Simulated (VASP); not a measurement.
# Si3N4 (Fd-3m) in VASP: notebook

Si3N4 is run at these levels: r2SCAN; tasks: single point.

Program: VASP 6.6.1. These are calculated values, not measurements. Logs are shortened: lines on timing, memory, paths and dates and some standing lists are left out, and cuts for length are marked.

### Step 1. The cell of the first run

Symmetry: Fd-3m, No. 227, cubic system. Conventional cell: a = 7.787 Å, b = 7.787 Å, c = 7.787 Å, α = 90.00°, β = 90.00°, γ = 90.00°. Si (site symmetry -3m) has 6 N at 1.89 Å within 2.5 Å. Si (site symmetry -43m) has 4 N at 1.79 Å within 2.4 Å. N (site symmetry 3m) has 4 Si at 1.79 to 1.89 Å within 2.4 Å.

### Step 2. Single point, r2SCAN

Contents of POSCAR:

```
Si3N4
1.0
    0.0000000000      3.8937180000      3.8937180000
    3.8937180000      0.0000000000      3.8937180000
    3.8937180000      3.8937180000      0.0000000000
Si N
6 8
Direct
    0.1250000000      0.1250000000      0.6250000000
    0.1250000000      0.6250000000      0.1250000000
    0.6250000000      0.1250000000      0.1250000000
    0.1250000000      0.1250000000      0.1250000000
    0.7500000000      0.7500000000      0.7500000000
    0.5000000000      0.5000000000      0.5000000000
    0.3675630000      0.3675630000      0.3675630000
    0.3526890000      0.8824370000      0.8824370000
    0.8824370000      0.8824370000      0.3526890000
    0.8824370000      0.3526890000      0.8824370000
    0.3675630000      0.3675630000      0.8973110000
    0.3675630000      0.8973110000      0.3675630000
    0.8824370000      0.8824370000      0.8824370000
    0.8973110000      0.3675630000      0.3675630000
```

Contents of INCAR.step1:

```
SYSTEM = Si3N4
PREC = Accurate ; ENCUT = 520
ISMEAR = 0 ; SIGMA = 0.1
LREAL = .FALSE. ; LASPH = .TRUE.
NELM = 100 ; NBANDS = 45
GGA = PE ; ALGO = Normal
EDIFF = 1E-4 ; LWAVE = .TRUE.
LCHARG = .FALSE.
```

Contents of INCAR.step2:

```
SYSTEM = Si3N4
PREC = Accurate ; ENCUT = 520
EDIFF = 1E-6 ; ISMEAR = 0
SIGMA = 0.1 ; LREAL = .FALSE.
LASPH = .TRUE. ; NELM = 100
ALGO = Normal ; ISIF = 2
LWAVE = .FALSE. ; LCHARG = .FALSE.
METAGGA = R2SCAN ; LMIXTAU = .TRUE.
NBANDS = 45 ; ISTART = 1
```

Contents of KPOINTS:

```
Automatic mesh
0
G
  4 4 4
  0 0 0
```

Potentials or basis: VASP PAW PBE potentials, release 64 (Si, N).

Started as:

```
$ cat potpaw_PBE.64/Si/POTCAR potpaw_PBE.64/N/POTCAR > POTCAR
$ cp INCAR.step1 INCAR
$ mpirun -np 1 vasp_std > vasp.out
$ cp INCAR.step2 INCAR
$ mpirun -np 1 vasp_std > vasp.out
```

OUTCAR:

```text
SYSTEM = Si3N4
   PREC = Accurate
   ENCUT = 520
   EDIFF = 1E-6
   ISMEAR = 0
   LREAL = .FALSE.
   LASPH = .TRUE.
   NELM = 100
   ISIF = 2
   METAGGA = R2SCAN
   ISTART = 1

 ion  position               nearest neighbor table
   1  0.125  0.125  0.625-   7 1.89  13 1.89  10 1.89  12 1.89   8 1.89  14 1.89   4 2.75   2 2.75
                             3 2.75   4 2.75   2 2.75   3 2.75
   2  0.125  0.625  0.125-   7 1.89  13 1.89   9 1.89  11 1.89   8 1.89  14 1.89   4 2.75   1 2.75
                             1 2.75   3 2.75   4 2.75   3 2.75
   3  0.625  0.125  0.125-   7 1.89  13 1.89  10 1.89  11 1.89  12 1.89   9 1.89   4 2.75   1 2.75
                             2 2.75   1 2.75   2 2.75   4 2.75
   4  0.125  0.125  0.125-   9 1.89  11 1.89  10 1.89   8 1.89  12 1.89  14 1.89   1 2.75   2 2.75
                             3 2.75   1 2.75   2 2.75   3 2.75
   5  0.750  0.750  0.750-   8 1.79   9 1.79  10 1.79  13 1.79
   6  0.500  0.500  0.500-  11 1.79  12 1.79  14 1.79   7 1.79
   7  0.368  0.368  0.368-   6 1.79   2 1.89   3 1.89   1 1.89
   8  0.353  0.882  0.882-   5 1.79   4 1.89   1 1.89   2 1.89
   9  0.882  0.882  0.353-   5 1.79   4 1.89   2 1.89   3 1.89
  10  0.882  0.353  0.882-   5 1.79   4 1.89   1 1.89   3 1.89
  11  0.368  0.368  0.897-   6 1.79   4 1.89   2 1.89   3 1.89
  12  0.368  0.897  0.368-   6 1.79   4 1.89   1 1.89   3 1.89
  13  0.882  0.882  0.882-   5 1.79   2 1.89   3 1.89   1 1.89
  14  0.897  0.368  0.368-   6 1.79   4 1.89   1 1.89   2 1.89

  LATTYP: Found a face centered cubic cell.
 ALAT       =     7.7874360000

  Lattice vectors:

 A1 = (   0.0000000000,   3.8937180000,   3.8937180000)
 A2 = (   3.8937180000,   0.0000000000,   3.8937180000)
 A3 = (   3.8937180000,   3.8937180000,   0.0000000000)

Analysis of symmetry for initial positions (statically):
=====================================================================
 Subroutine PRICEL returns:
 Original cell was already a primitive cell.

 Routine SETGRP: Setting up the symmetry group for a
 face centered cubic supercell.

 Subroutine GETGRP returns: Found 48 space group operations
 (whereof 24 operations were pure point group operations)
 out of a pool of 48 trial point group operations.

The static configuration has the point symmetry T_d .
 The point group associated with its full space group is O_h .

Analysis of symmetry for dynamics (positions and initial velocities):
=====================================================================
 Subroutine PRICEL returns:
 Original cell was already a primitive cell.

 Routine SETGRP: Setting up the symmetry group for a
 face centered cubic supercell.

 Subroutine GETGRP returns: Found 48 space group operations
 (whereof 24 operations were pure point group operations)
 out of a pool of 48 trial point group operations.

The dynamic configuration has the point symmetry T_d .
 The point group associated with its full space group is O_h .

 Subroutine INISYM returns: Found 48 space group operations
 (whereof 24 operations are pure point group operations),
 and found     1 'primitive' translations

----------------------------------------------------------------------------------------

                                     Primitive cell

  volume of cell :     118.0656

  direct lattice vectors                    reciprocal lattice vectors
     0.000000000  3.893718000  3.893718000    -0.128411970  0.128411970  0.128411970
     3.893718000  0.000000000  3.893718000     0.128411970 -0.128411970  0.128411970
     3.893718000  3.893718000  0.000000000     0.128411970  0.128411970 -0.128411970

  length of vectors
     5.506548804  5.506548804  5.506548804     0.222416057  0.222416057  0.222416057

  position of ions in fractional coordinates (direct lattice)
     0.125000000  0.125000000  0.625000000
     0.125000000  0.625000000  0.125000000
     0.625000000  0.125000000  0.125000000
     0.125000000  0.125000000  0.125000000
     0.750000000  0.750000000  0.750000000
     0.500000000  0.500000000  0.500000000
     0.367563000  0.367563000  0.367563000
     0.352689000  0.882437000  0.882437000
     0.882437000  0.882437000  0.352689000
     0.882437000  0.352689000  0.882437000
     0.367563000  0.367563000  0.897311000
     0.367563000  0.897311000  0.367563000
     0.882437000  0.882437000  0.882437000
[... 32 lines left out ...]
     0.032102993  0.032102993 -0.032102993     0.000000000  0.000000000  0.250000000

  Length of vectors
     0.055604014  0.055604014  0.055604014

  Shift w.r.t. Gamma in fractional coordinates (k-lattice)
     0.000000000  0.000000000  0.000000000

 Subroutine IBZKPT returns following result:
 ===========================================

 Found      8 irreducible k-points:

 Following reciprocal coordinates:
            Coordinates               Weight
  0.000000  0.000000  0.000000      1.000000
  0.250000  0.000000  0.000000      8.000000
  0.500000  0.000000  0.000000      4.000000
  0.250000  0.250000  0.000000      6.000000
  0.500000  0.250000  0.000000     24.000000
 -0.250000  0.250000  0.000000     12.000000
  0.500000  0.500000  0.000000      3.000000
 -0.250000  0.500000  0.250000      6.000000
   k-points           NKPTS =      8   k-points in BZ     NKDIM =      8   number of bands    NBANDS=     45
   number of dos      NEDOS =    301   number of ions     NIONS =     14
   total plane-waves  NPLWV =  74088
   dimension x,y,z NGX =    42 NGY =   42 NGZ =   42
   dimension x,y,z NGXF=    84 NGYF=   84 NGZF=   84
   ions per type =               6   8
   NGX,Y,Z   is equivalent  to a cutoff of  12.68, 12.68, 12.68 a.u.
   NGXF,Y,Z  is equivalent  to a cutoff of  25.36, 25.36, 25.36 a.u.
 SYSTEM =  Si3N4
   PREC   = accura    normal or accurate (medium, high low for compatibility)
   ISTART =      1    job   : 0-new  1-cont  2-samecut
   ICHARG =      0    charge: 1-file 2-atom 10-const
   ISPIN  =      1    spin polarized calculation?
   LNONCOLLINEAR =      F non collinear calculations
   LSORBIT =      F    spin-orbit coupling
   LASPH  =      T    aspherical Exc in radial PAW
   ENCUT  =  520.0 eV  38.22 Ry    6.18 a.u.  10.24 10.24 10.24*2*pi/ulx,y,z
   NELM   =    100;   NELMIN=  2; NELMDL=  0     # of ELM steps
   EDIFF  = 0.1E-05   stopping-criterion for ELM
   LREAL  =      F    real-space projection
   EDIFFG = 0.1E-04   stopping-criterion for IOM
   NSW    =      0    number of steps for IOM
   IBRION =     -1    ionic relax: 0-MD 1-quasi-New 2-CG
   NFREE  =      0    steps in history (QN), initial steepest desc. (CG)
   ISIF   =      2    stress and relaxation
   ISYM   =      2    0-nonsym 1-usesym 2-fastsym
   POTIM  = 0.5000    time-step for ionic-motion
   TEBEG  =    0.0;   TEEND  =   0.0 temperature during run
   PSTRESS=    0.0 pullay stress
   NELECT =      64.0000    total number of electrons
   NUPDOWN=      -1.0000    fix difference up-down
   EMIN   =  10.00;   EMAX   =-10.00  energy-range for DOS
   EFERMI =   0.00;   METHOD = LEGACY
   ISMEAR =     0;   SIGMA  =   0.10  broadening in eV -4-tet -1-fermi 0-gaus
   EFERMI_NEDOS =   21; number of points for ismear=-14 and -15
   IALGO  =     38    algorithm
   IMIX   =      4    mixing-type and parameters
     AMIX     =   0.40;   BMIX     =  1.00
     AMIX_MAG =   1.60;   BMIX_MAG =  1.00
  volume/ion in A,a.u.               =       8.43        56.91
  Fermi-wavevector in a.u.,A,eV,Ry     =   1.334833  2.522469 24.242584  1.781780
  Thomas-Fermi vector in A             =   2.463584
   LORBIT       =      0    0 simple, 1 ext, 2 COOP (PROOUT), +10 PAW based schemes
   METAGGA = R2SCAN    functional components
   LHFCALC =     F    Hartree Fock is set to
   AEXX    =    0.0000 exact exchange contribution
   IVDW    =     0    specifies the selected vdW correction
   LEPSILON=     F    determine dielectric tensor
   LRPA    =     F    only Hartree local field effects (RPA)
 non-spin polarized calculation
 Gauss-broadening in eV      SIGMA  =   0.10
  energy-cutoff  :      520.00
  volume of cell :      118.07
 maximum number of plane-waves:      3218
 NGX is ok and might be reduce to    42
   NGX = 21   NGY = 21   NGZ = 21

 number of electron      64.0000005 magnetization

 Free energy of the ion-electron system (eV)
  ---------------------------------------------------
  ext. energy  EPLUGINS =         0.00000000
  ---------------------------------------------------
  free energy    TOTEN  =      -141.77571546 eV

  energy without entropy =     -141.77571546  energy(sigma->0) =     -141.77571546

 E-fermi :   9.2956     XC(G=0): -12.8382

 val. band max:        8.8532089001   @ k =   0.0000   0.0000   0.0000
 cond. band min:      12.8117203207   @ k =   0.0000   0.0000   0.0000
 fundamental gap:      3.9585114206
 Fermi energy:         9.2955556266

 k-point     1 :       0.0000    0.0000    0.0000
  band No.  band energies     occupation
      1     -10.7669      2.00000
      2      -7.4781      2.00000
      3      -6.5686      2.00000
      4      -6.5686      2.00000
      5      -6.5686      2.00000
      6      -5.5876      2.00000
[... 365 lines left out ...]
     43      19.6073      0.00000
     44      19.6073      0.00000
 [bands above 44 left out]

------------------------ aborting loop because EDIFF is reached ----------------------------------------

  FORCE on cell =-STRESS in cart. coord.  units (eV):
  Direction    XX          YY          ZZ          XY          YZ          ZX
  --------------------------------------------------------------------------------------
  -------------------------------------------------------------------------------------
  Total       -4.9633259     -4.9633259     -4.9633259     -0.0000000     -0.0000000     -0.0000000
  in kB      -67.3534576    -67.3534576    -67.3534576     -0.0000000     -0.0000000     -0.0000000
  external PRESSURE =     -67.3534576 kB  Pullay stress =       0.0000000 kB

 VOLUME and BASIS-vectors are now :
 -----------------------------------------------------------------------------
  energy-cutoff  :      520.00
  volume of cell :      118.07
      direct lattice vectors                 reciprocal lattice vectors
     0.000000000  3.893718000  3.893718000    -0.128411970  0.128411970  0.128411970
     3.893718000  0.000000000  3.893718000     0.128411970 -0.128411970  0.128411970
     3.893718000  3.893718000  0.000000000     0.128411970  0.128411970 -0.128411970

 POSITION                                       TOTAL-FORCE (eV/Angst)
 -----------------------------------------------------------------------------------
      2.92029      2.92029      0.97343        -0.000000     -0.000000     -0.000000
      2.92029      0.97343      2.92029        -0.000000     -0.000000     -0.000000
      0.97343      2.92029      2.92029        -0.000000     -0.000000     -0.000000
      0.97343      0.97343      0.97343        -0.000000     -0.000000     -0.000000
      5.84058      5.84058      5.84058        -0.000000     -0.000000     -0.000000
      3.89372      3.89372      3.89372        -0.000000     -0.000000     -0.000000
      2.86237      2.86237      2.86237        -0.031922     -0.031922     -0.031922
      6.87192      4.80923      4.80923         0.031922     -0.031922     -0.031922
      4.80923      4.80923      6.87192        -0.031922     -0.031922      0.031922
      4.80923      6.87192      4.80923        -0.031922      0.031922     -0.031922
      4.92506      4.92506      2.86237         0.031922      0.031922     -0.031922
      4.92506      2.86237      4.92506         0.031922     -0.031922      0.031922
      6.87192      6.87192      6.87192         0.031922      0.031922      0.031922
      2.86237      4.92506      4.92506        -0.031922      0.031922      0.031922
 -----------------------------------------------------------------------------------
    total drift:                                0.000000      0.000000      0.000000

  FREE ENERGIE OF THE ION-ELECTRON SYSTEM (eV)
  ---------------------------------------------------
  free  energy   TOTEN  =      -141.7757154647 eV

  energy  without entropy=     -141.7757154646  energy(sigma->0) =     -141.77571546
```

Run time: 4.6 min. Hardware: 1 thread of Intel Xeon Platinum 8488C (Sapphire Rapids), shared host; peak memory 0.28 GiB.

Results:

* Free energy: -141.7757 eV
* Pressure: -6.7 GPa
* Largest force: 0.055 eV/Å
* Band gap on the k mesh: 3.96 eV, direct

Forces in eV/Å, atoms in the order of the input:
```
Si   0.000  0.000  0.000
Si   0.000  0.000  0.000
Si   0.000  0.000  0.000
Si   0.000  0.000  0.000
Si   0.000  0.000  0.000
Si   0.000  0.000  0.000
N   -0.032 -0.032 -0.032
N    0.032 -0.032 -0.032
N   -0.032 -0.032  0.032
N   -0.032  0.032 -0.032
N    0.032  0.032 -0.032
N    0.032 -0.032  0.032
N    0.032  0.032  0.032
N   -0.032  0.032  0.032
```

Caveat: the PAW data sets were made with another functional, which shifts forces and pressure a little. r2SCAN opens gaps a little over a GGA but as a rule still falls short of measured ones.

### Step 3. Single point, r2SCAN (volume scaled by 0.88, then relaxed in part)

Contents of POSCAR:

```
Si3N4
1.0
    0.0000000000      3.7038964198      3.7038964198
    3.7038964198      0.0000000000      3.7038964198
    3.7038964198      3.7038964198      0.0000000000
Si N
6 8
Direct
    0.1250000000      0.1250000000      0.6250000000
    0.1250000000      0.6250000000      0.1250000000
    0.6250000000      0.1250000000      0.1250000000
    0.1250000000      0.1250000000      0.1250000000
    0.7500000000      0.7500000000      0.7500000000
    0.5000000000      0.5000000000      0.5000000000
    0.3681780053      0.3681780053      0.3681780053
    0.3545340160      0.8818219947      0.8818219947
    0.8818219947      0.8818219947      0.3545340160
    0.8818219947      0.3545340160      0.8818219947
    0.3681780053      0.3681780053      0.8954659840
    0.3681780053      0.8954659840      0.3681780053
    0.8818219947      0.8818219947      0.8818219947
    0.8954659840      0.3681780053      0.3681780053
```

Contents of INCAR.step1:

```
  PREC = Accurate
  ENCUT = 520
  ISMEAR = 0
  SIGMA = 0.02
  LREAL = False
  LASPH = True
  NELM = 80
  NBANDS = 45
  GGA = PE
  ALGO = Normal
  EDIFF = 1E-4
  LWAVE = True
  LCHARG = False
```

Contents of INCAR.step2:

```
  PREC = Accurate
  ENCUT = 520
  EDIFF = 1E-6
  ISMEAR = 0
  SIGMA = 0.02
  LREAL = False
  LASPH = True
  NELM = 80
  ALGO = Normal
  ISIF = 2
  LWAVE = False
  LCHARG = False
  METAGGA = R2SCAN
  LMIXTAU = True
  NBANDS = 45
  ISTART = 1
```

Contents of KPOINTS:

```
regular mesh
0
Gamma
  6 6 6
```

Potentials or basis: VASP PAW PBE potentials, release 64 (Si, N).

Started as:

```
$ cat potpaw_PBE.64/Si/POTCAR potpaw_PBE.64/N/POTCAR > POTCAR
$ cp INCAR.step1 INCAR
$ mpirun -np 1 vasp_std > vasp.out
$ cp INCAR.step2 INCAR
$ mpirun -np 1 vasp_std > vasp.out
```

Wall time 6.8 min (1 thread of Intel Xeon Platinum 8488C (Sapphire Rapids), shared host); peak memory 0.27 GiB.

Results (log left out):

```
Free energy            : -139.7149 eV
Pressure               : 53.5 GPa
Largest force          : 0.029 eV/Å
Band gap on the k mesh : 4.59 eV, direct
```

Forces in eV/Å, atoms in the order of the input:
```
Si   0.000  0.000  0.000
Si   0.000  0.000  0.000
Si   0.000  0.000  0.000
Si   0.000  0.000  0.000
Si   0.000  0.000  0.000
Si   0.000  0.000  0.000
N    0.017  0.017  0.017
N   -0.017  0.017  0.017
N    0.017  0.017 -0.017
N    0.017 -0.017  0.017
N   -0.017 -0.017  0.017
N   -0.017  0.017 -0.017
N   -0.017 -0.017 -0.017
N    0.017 -0.017 -0.017
```

Levels at points of the mesh, in eV from the valence-band top:
```
           k point  band 30  band 31  band 32  band 33  band 34  band 35
(0.00, 0.00, 0.00)     0.00     0.00     0.00     4.59     4.59     4.59
(0.50, 0.00, 0.00)    -0.54    -0.54    -0.54     6.26     6.91     6.91
(0.50, 0.50, 0.00)    -1.35    -0.69    -0.69     8.05     8.05     8.38
```

Caveat: the PAW data sets were made with another functional, which shifts forces and pressure a little.

### Step 4. Single point, r2SCAN (volume scaled by 0.91, then relaxed in part)

Contents of POSCAR:

```
Si3N4
1.0
    0.0000000000      3.7455167172      3.7455167172
    3.7455167172      0.0000000000      3.7455167172
    3.7455167172      3.7455167172      0.0000000000
Si N
6 8
Direct
    0.1250000000      0.1250000000      0.6250000000
    0.1250000000      0.6250000000      0.1250000000
    0.6250000000      0.1250000000      0.1250000000
    0.1250000000      0.1250000000      0.1250000000
    0.7500000000      0.7500000000      0.7500000000
    0.5000000000      0.5000000000      0.5000000000
    0.3680388050      0.3680388050      0.3680388050
    0.3541164149      0.8819611950      0.8819611950
    0.8819611950      0.8819611950      0.3541164149
    0.8819611950      0.3541164149      0.8819611950
    0.3680388050      0.3680388050      0.8958835851
    0.3680388050      0.8958835851      0.3680388050
    0.8819611950      0.8819611950      0.8819611950
    0.8958835851      0.3680388050      0.3680388050
```

Contents of INCAR.step1:

```
  PREC = Accurate
  ENCUT = 520
  ISMEAR = 0
  SIGMA = 0.02
  LREAL = F
  LASPH = T
  NELM = 80
  NBANDS = 45
  GGA = PE
  ALGO = Normal
  EDIFF = 1E-4
  LWAVE = T
  LCHARG = F
```

Contents of INCAR.step2:

```
  PREC = Accurate
  ENCUT = 520
  EDIFF = 1E-6
  ISMEAR = 0
  SIGMA = 0.02
  LREAL = F
  LASPH = T
  NELM = 80
  ALGO = Normal
  ISIF = 2
  LWAVE = F
  LCHARG = F
  METAGGA = R2SCAN
  LMIXTAU = T
  NBANDS = 45
  ISTART = 1
```

Contents of KPOINTS:

```
Automatic mesh
0
Gamma
  6 6 6
```

Started as:

```
$ cat potpaw_PBE.64/Si/POTCAR potpaw_PBE.64/N/POTCAR > POTCAR
$ cp INCAR.step1 INCAR
$ mpirun -np 1 vasp_std > vasp.out
$ cp INCAR.step2 INCAR
$ mpirun -np 1 vasp_std > vasp.out
```

Run time: 5.9 min. Hardware: 1 thread of Intel Xeon Platinum 8488C (Sapphire Rapids), shared host; peak memory 0.27 GiB.

The run converged. Its results:

```yaml
Free_energy: -140.6951 eV
Pressure: 36.9 GPa
Largest_force: 0.026 eV/Å
Band_gap_on_the_k_mesh: 4.44 eV, direct
```

Forces on the atoms (eV/Å):
```
Si   0.000  0.000  0.000
Si   0.000  0.000  0.000
Si   0.000  0.000  0.000
Si   0.000  0.000  0.000
Si   0.000  0.000  0.000
Si   0.000  0.000  0.000
N    0.015  0.015  0.015
N   -0.015  0.015  0.015
N    0.015  0.015 -0.015
N    0.015 -0.015  0.015
N   -0.015 -0.015  0.015
N   -0.015  0.015 -0.015
N   -0.015 -0.015 -0.015
N    0.015 -0.015 -0.015
```

Levels at points of the mesh, in eV from the valence-band top:
| k point | band 29 | band 30 | band 31 | band 32 | band 33 | band 34 | band 35 | band 36 |
| --- | --- | --- | --- | --- | --- | --- | --- | --- |
| (0.00, 0.00, 0.00) | -0.30 | 0.00 | 0.00 | 0.00 | 4.44 | 4.44 | 4.44 | 6.29 |
| (0.50, 0.00, 0.00) | -0.52 | -0.52 | -0.49 | -0.49 | 6.12 | 6.80 | 6.80 | 7.98 |
| (0.50, 0.50, 0.00) | -1.29 | -1.29 | -0.63 | -0.63 | 7.91 | 7.91 | 8.22 | 8.22 |

Caveat: the PAW data sets were made with another functional, which shifts forces and pressure a little. A k mesh can miss the band edges.

[end of part 1 of 2]
